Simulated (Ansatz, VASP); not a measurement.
S in VASP and in Ansatz

```
S
1.0
     6.22478    0.00000    0.00000
    -3.11239    5.39082    0.00000
     0.00000    0.00000    2.11508
S
3
Direct
  0.00000 0.00000 0.00000
  0.33333 0.66667 0.50000
  0.66667 0.33333 0.50000
```

Alike in both runs: functional r2SCAN; k mesh 6 × 6 × 6; occupations gaussian, width 0.1 eV; no spin polarisation.

Ansatz relaxed the structure, and its values are those at the end. VASP's run is a single point on that final structure, the one shown.

|  | VASP | Ansatz |
| --- | --- | --- |
| version | VASP 6.6.1 | Ansatz 0.2.0 |
| potentials or method | VASP PAW PBE potentials, release 64 (S), cutoff 520 eV | scalar-relativistic, plane waves, PAW |
| valence electrons in the cell | 18 | 18 |

|  | VASP | Ansatz | Ansatz less VASP |
| --- | --- | --- | --- |
| gap on the k mesh at the Fermi level (eV) | none | none | - |
| pressure (GPa) | -0.4 | -0.1 | +0.26 |

VASP's potentials were made for PBE, not for r2SCAN. A gap of «none» marks a metal or a gap that the smearing closes.

The k mesh is coarse, so the values compare programs but aren't converged.
